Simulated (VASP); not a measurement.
# ZnO (P6_3/mmc) in VASP: a series of runs, part 2 of 2

VASP 6.6.1. Earlier steps stand in the parts before.

**3. Single point, PBEsol**

Contents of INCAR:

```
SYSTEM = ZnO
PREC = Accurate ; ENCUT = 520
EDIFF = 1E-6 ; ISMEAR = 0
SIGMA = 0.01 ; LREAL = .FALSE.
LASPH = .TRUE. ; NELM = 60
ALGO = Normal ; ISIF = 2
LWAVE = .FALSE. ; LCHARG = .FALSE.
GGA = PS ; NBANDS = 26
```

Contents of KPOINTS:

```
Automatic mesh
0
G
  6 6 4
  0 0 0
```

Contents of POSCAR:

```
ZnO
1.0
    3.2879671600      0.0000000000      0.0000000000
   -1.6439835800      2.8474630900      0.0000000000
    0.0000000000      0.0000000000      7.1304413500
Zn O
2 2
Direct
    0.0000000000      0.0000000000      0.7500000000
    0.0000000000      0.0000000000      0.2500000000
    0.3333333300      0.6666666700      0.2500000000
    0.6666666700      0.3333333300      0.7500000000
```

Potentials or basis: VASP PAW PBE potentials, release 64 (Zn, O).

Run with:

```sh
$ cat potpaw_PBE.64/Zn/POTCAR potpaw_PBE.64/O/POTCAR > POTCAR
$ mpirun -np 1 vasp_std > vasp.out
```

OUTCAR:

```text
SYSTEM = ZnO
   PREC = Accurate
   ENCUT = 520
   EDIFF = 1E-6
   ISMEAR = 0
   LREAL = .FALSE.
   LASPH = .TRUE.
   NELM = 60
   ISIF = 2
   GGA = PS

 ion  position               nearest neighbor table
   1  0.000  0.000  0.750-   4 1.90   4 1.90   4 1.90
   2  0.000  0.000  0.250-   3 1.90   3 1.90   3 1.90
   3  0.333  0.667  0.250-   2 1.90   2 1.90   2 1.90
   4  0.667  0.333  0.750-   1 1.90   1 1.90   1 1.90

  LATTYP: Found a hexagonal cell.
 ALAT       =     3.2879671600
 C/A-ratio  =     2.1686473748

  Lattice vectors:

 A1 = (   3.2879671600,   0.0000000000,   0.0000000000)
 A2 = (  -1.6439835800,   2.8474630900,   0.0000000000)
 A3 = (   0.0000000000,   0.0000000000,   7.1304413500)

Analysis of symmetry for initial positions (statically):
=====================================================================
 Subroutine PRICEL returns:
 Original cell was already a primitive cell.

 Routine SETGRP: Setting up the symmetry group for a
 hexagonal supercell.

 Subroutine GETGRP returns: Found 24 space group operations
 (whereof 12 operations were pure point group operations)
 out of a pool of 24 trial point group operations.

The static configuration has the point symmetry D_3d.
 The point group associated with its full space group is D_6h.

Analysis of symmetry for dynamics (positions and initial velocities):
=====================================================================
 Subroutine PRICEL returns:
 Original cell was already a primitive cell.

 Routine SETGRP: Setting up the symmetry group for a
 hexagonal supercell.

 Subroutine GETGRP returns: Found 24 space group operations
 (whereof 12 operations were pure point group operations)
 out of a pool of 24 trial point group operations.

The dynamic configuration has the point symmetry D_3d.
 The point group associated with its full space group is D_6h.

 Subroutine INISYM returns: Found 24 space group operations
 (whereof 12 operations are pure point group operations),
 and found     1 'primitive' translations

----------------------------------------------------------------------------------------

                                     Primitive cell

  volume of cell :      66.7578

  direct lattice vectors                    reciprocal lattice vectors
     3.287967160  0.000000000  0.000000000     0.304139291  0.175594901  0.000000000
    -1.643983580  2.847463090  0.000000000     0.000000000  0.351189802  0.000000000
     0.000000000  0.000000000  7.130441350     0.000000000  0.000000000  0.140243773

  length of vectors
     3.287967160  3.287967162  7.130441350     0.351189803  0.351189802  0.140243773

  position of ions in fractional coordinates (direct lattice)
     0.000000000  0.000000000  0.750000000
     0.000000000  0.000000000  0.250000000
     0.333333330  0.666666670  0.250000000
     0.666666670  0.333333330  0.750000000

  ion indices of the primitive-cell ions
   primitive index   ion index
                 1           1
                 2           2
                 3           3
                 4           4

----------------------------------------------------------------------------------------

 KPOINTS: Automatic mesh

Automatic generation of k-mesh.
 Grid dimensions read from file:
 generate k-points for:    6    6    4

 Generating k-lattice:

  Cartesian coordinates                     Fractional coordinates (reciprocal lattice)
     0.050689882  0.029265817  0.000000000     0.166666667 -0.000000000  0.000000000
     0.000000000  0.058531634  0.000000000     0.000000000  0.166666667  0.000000000
     0.000000000  0.000000000  0.035060943     0.000000000  0.000000000  0.250000000

  Length of vectors
     0.058531634  0.058531634  0.035060943

  Shift w.r.t. Gamma in fractional coordinates (k-lattice)
     0.000000000  0.000000000  0.000000000

 Subroutine IBZKPT returns following result:
 ===========================================

 Found     21 irreducible k-points:

 Following reciprocal coordinates:
            Coordinates               Weight
  0.000000  0.000000  0.000000      1.000000
  0.166667  0.000000  0.000000      6.000000
  0.333333  0.000000  0.000000      6.000000
  0.500000  0.000000  0.000000      3.000000
  0.166667  0.166667  0.000000      6.000000
  0.333333  0.166667  0.000000     12.000000
[... 13 lines left out ...]
  0.333333  0.166667  0.500000     12.000000
  0.333333  0.333333  0.500000      2.000000
   k-points           NKPTS =     21   k-points in BZ     NKDIM =     21   number of bands    NBANDS=     26
   number of dos      NEDOS =    301   number of ions     NIONS =      4
   total plane-waves  NPLWV =  31104
   dimension x,y,z NGX =    24 NGY =   24 NGZ =   54
   dimension x,y,z NGXF=    48 NGYF=   48 NGZF=  108
   ions per type =               2   2
   NGX,Y,Z   is equivalent  to a cutoff of  12.13, 12.13, 12.59 a.u.
   NGXF,Y,Z  is equivalent  to a cutoff of  24.27, 24.27, 25.18 a.u.
 SYSTEM =  ZnO
   PREC   = accura    normal or accurate (medium, high low for compatibility)
   ISTART =      0    job   : 0-new  1-cont  2-samecut
   ICHARG =      2    charge: 1-file 2-atom 10-const
   ISPIN  =      1    spin polarized calculation?
   LNONCOLLINEAR =      F non collinear calculations
   LSORBIT =      F    spin-orbit coupling
   LASPH  =      T    aspherical Exc in radial PAW
   ENCUT  =  520.0 eV  38.22 Ry    6.18 a.u.   6.11  6.11 13.26*2*pi/ulx,y,z
   NELM   =     60;   NELMIN=  2; NELMDL= -5     # of ELM steps
   EDIFF  = 0.1E-05   stopping-criterion for ELM
   LREAL  =      F    real-space projection
   EDIFFG = 0.1E-04   stopping-criterion for IOM
   NSW    =      0    number of steps for IOM
   IBRION =     -1    ionic relax: 0-MD 1-quasi-New 2-CG
   NFREE  =      0    steps in history (QN), initial steepest desc. (CG)
   ISIF   =      2    stress and relaxation
   ISYM   =      2    0-nonsym 1-usesym 2-fastsym
   POTIM  = 0.5000    time-step for ionic-motion
   TEBEG  =    0.0;   TEEND  =   0.0 temperature during run
   PSTRESS=    0.0 pullay stress
   NELECT =      36.0000    total number of electrons
   NUPDOWN=      -1.0000    fix difference up-down
   EMIN   =  10.00;   EMAX   =-10.00  energy-range for DOS
   EFERMI =   0.00;   METHOD = LEGACY
   ISMEAR =     0;   SIGMA  =   0.01  broadening in eV -4-tet -1-fermi 0-gaus
   EFERMI_NEDOS =   21; number of points for ismear=-14 and -15
   IALGO  =     38    algorithm
   IMIX   =      4    mixing-type and parameters
     AMIX     =   0.40;   BMIX     =  1.00
     AMIX_MAG =   1.60;   BMIX_MAG =  1.00
  volume/ion in A,a.u.               =      16.69       112.63
  Fermi-wavevector in a.u.,A,eV,Ry     =   1.332524  2.518105 24.158775  1.775620
  Thomas-Fermi vector in A             =   2.461452
   LORBIT       =      0    0 simple, 1 ext, 2 COOP (PROOUT), +10 PAW based schemes
   GGA     = PS    functional components
   LHFCALC =     F    Hartree Fock is set to
   AEXX    =    0.0000 exact exchange contribution
   IVDW    =     0    specifies the selected vdW correction
   LEPSILON=     F    determine dielectric tensor
   LRPA    =     F    only Hartree local field effects (RPA)
 non-spin polarized calculation
 Gauss-broadening in eV      SIGMA  =   0.01
  energy-cutoff  :      520.00
  volume of cell :       66.76
 maximum number of plane-waves:      1824
   NGX = 13   NGY = 13   NGZ = 27

 number of electron      36.0000026 magnetization

 Free energy of the ion-electron system (eV)
  ---------------------------------------------------
  ext. energy  EPLUGINS =         0.00000000
  ---------------------------------------------------
  free energy    TOTEN  =       -18.26495613 eV

  energy without entropy =      -18.26495613  energy(sigma->0) =      -18.26495613

 E-fermi :  -0.8108     XC(G=0):  -9.1722

 val. band max:       -0.9061956246   @ k =   0.0000   0.0000   0.0000
 cond. band min:      -0.1573558489   @ k =   0.0000   0.0000   0.0000
 fundamental gap:      0.7488397758
 Fermi energy:        -0.8107577565

 k-point     1 :       0.0000    0.0000    0.0000
  band No.  band energies     occupation
      1     -18.3036      2.00000
      2     -18.2204      2.00000
      3      -7.0346      2.00000
      4      -7.0346      2.00000
      5      -7.0198      2.00000
      6      -7.0198      2.00000
[... 598 lines left out ...]
     25       8.5263      0.00000
     26       8.5263      0.00000

------------------------ aborting loop because EDIFF is reached ----------------------------------------

  FORCE on cell =-STRESS in cart. coord.  units (eV):
  Direction    XX          YY          ZZ          XY          YZ          ZX
  --------------------------------------------------------------------------------------
  -------------------------------------------------------------------------------------
  Total       -2.2095774     -2.2095774     -0.3542246      0.0000000      0.0000000      0.0000000
  in kB      -53.0295344    -53.0295345     -8.5013386      0.0000000      0.0000000      0.0000000
  external PRESSURE =     -38.1868025 kB  Pullay stress =       0.0000000 kB

 VOLUME and BASIS-vectors are now :
 -----------------------------------------------------------------------------
  energy-cutoff  :      520.00
  volume of cell :       66.76
      direct lattice vectors                 reciprocal lattice vectors
     3.287967160  0.000000000  0.000000000     0.304139291  0.175594901  0.000000000
    -1.643983580  2.847463090  0.000000000     0.000000000  0.351189802  0.000000000
     0.000000000  0.000000000  7.130441350     0.000000000  0.000000000  0.140243773

 POSITION                                       TOTAL-FORCE (eV/Angst)
 -----------------------------------------------------------------------------------
      0.00000      0.00000      5.34783        -0.000000      0.000000      0.000000
      0.00000      0.00000      1.78261         0.000000     -0.000000     -0.000000
     -0.00000      1.89831      1.78261         0.000000     -0.000000     -0.000000
      1.64398      0.94915      5.34783        -0.000000      0.000000      0.000000
 -----------------------------------------------------------------------------------
    total drift:                                0.000000     -0.000000      0.000000

  FREE ENERGIE OF THE ION-ELECTRON SYSTEM (eV)
  ---------------------------------------------------
  free  energy   TOTEN  =       -18.2649561349 eV

  energy  without entropy=      -18.2649561349  energy(sigma->0) =      -18.26495613
```

OSZICAR:

```text
N       E                     dE             d eps       ncg     rms          rms(c)
DAV:   1     0.289513320663E+03    0.28951E+03   -0.17775E+04  1100   0.180E+03
DAV:   2     0.140056475891E+02   -0.27551E+03   -0.25500E+03  1156   0.377E+02
DAV:   3    -0.210965288732E+02   -0.35102E+02   -0.34650E+02  1222   0.139E+02
DAV:   4    -0.218742353148E+02   -0.77771E+00   -0.77608E+00  1250   0.220E+01
DAV:   5    -0.218787649269E+02   -0.45296E-02   -0.45292E-02  1194   0.167E+00    0.152E+01
DAV:   6    -0.181729120411E+02    0.37059E+01   -0.93053E+00  1878   0.717E+01    0.915E+00
DAV:   7    -0.183302222928E+02   -0.15731E+00   -0.30201E+00  1188   0.170E+01    0.553E+00
DAV:   8    -0.183328178061E+02   -0.25955E-02   -0.85704E-01  1318   0.714E+00    0.195E+00
DAV:   9    -0.182622606504E+02    0.70557E-01   -0.16783E-01  1552   0.605E+00    0.441E-01
DAV:  10    -0.182645999037E+02   -0.23393E-02   -0.47436E-02  1126   0.150E+00    0.133E-01
DAV:  11    -0.182649308241E+02   -0.33092E-03   -0.71227E-04  1182   0.420E-01    0.587E-02
DAV:  12    -0.182649485689E+02   -0.17745E-04   -0.24852E-04  1446   0.360E-01    0.193E-02
DAV:  13    -0.182649654385E+02   -0.16870E-04   -0.44797E-05  1470   0.984E-02    0.272E-02
DAV:  14    -0.182649558898E+02    0.95487E-05   -0.30572E-05  1526   0.530E-02    0.348E-03
DAV:  15    -0.182649561349E+02   -0.24509E-06   -0.51091E-06  1142   0.183E-02
   1 F= -.18264956E+02 E0= -.18264956E+02  d E =-.261347E-43
```

stdout:

```text
POSCAR found type information on POSCAR ZnO
 POSCAR found :  2 types and       4 ions
 scaLAPACK will be used
 -----------------------------------------------------------------------------
|                                                                             |
|                                                                             |
|     You enforced a specific xc type in the INCAR file but a different       |
|     I HOPE YOU KNOW WHAT YOU ARE DOING!                                     |
|                                                                             |
 -----------------------------------------------------------------------------

 LDA part: xc-table for (Slater+PW92), standard interpolation
 POSCAR, INCAR and KPOINTS ok, starting setup
 FFT: planning ... GRIDC
 FFT: planning ... GRID_SOFT
 FFT: planning ... GRID
 WAVECAR not read
 entering main loop
```

It took 72 s on 1 thread of AMD EPYC 7R13, shared host; peak memory 0.16 GiB.

What came out:

| Quantity | Value |
| --- | --- |
| Free energy | -18.2650 eV |
| Pressure | -3.8 GPa |
| Band gap on the k mesh | 0.75 eV, direct |

Levels at points of the mesh, in eV from the valence-band top:
```csv
k point,band 15,band 16,band 17,band 18,band 19,band 20,band 21,band 22
"(0.00, 0.00, 0.00)",-0.01,-0.01,0.00,0.00,0.75,3.29,5.10,10.88
"(0.50, 0.00, 0.00)",-1.89,-1.81,-0.91,-0.90,4.82,5.45,6.11,8.70
"(0.00, 0.00, 0.50)",0.00,0.00,0.00,0.00,1.87,1.87,7.18,7.18
"(0.50, 0.00, 0.50)",-1.85,-1.85,-0.87,-0.87,4.94,4.94,7.54,7.54
```

Caveat: the PAW data sets were made with another functional, which shifts forces and pressure a little. A k mesh can miss the band edges.
